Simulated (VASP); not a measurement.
Cs2Be, 3 atoms in the cell. Symmetry: Fm-3m, No. 225, cubic system. Conventional cell: a = 8.905 Å, b = 8.905 Å, c = 8.905 Å, α = 90.00°, β = 90.00°, γ = 90.00°. Cs (site symmetry -43m) has 4 Be at 3.86 Å and 6 Cs at 4.45 Å within 5.1 Å. Within 5.1 Å of Be (site symmetry m-3m) lie 8 Cs at 3.86 Å. 

| Quantity | Value |
| --- | --- |
| Program | VASP 6.6.1 |
| Task | single point |
| Functional | PBE |
| Potentials or basis | VASP PAW PBE potentials, release 64 (Cs_sv, Be) |
| Cutoff | 520 eV |
| k mesh | 4 × 4 × 4 |
| Occupations | gaussian, width 0.1 eV |
| Spin | no spin polarisation |
| Dipole correction | no |
| Further INCAR settings | ALGO = Normal; EDIFF = 1e-07; NBANDS = 17 |

Potentials or basis: VASP PAW PBE potentials, release 64 (Cs_sv, Be).

Launch:

```bash
$ cat potpaw_PBE.64/Cs_sv/POTCAR potpaw_PBE.64/Be/POTCAR > POTCAR
$ mpirun -np 1 vasp_std > vasp.out
```

Hardware: 1 thread of Intel Xeon 8259CL, with other jobs on the host.

How long does it take, and how much memory?

Wall time 49 s on 1 thread of Intel Xeon 8259CL (shared host), peak memory 0.28 GiB. Counts: scf iterations 13, k points 8.
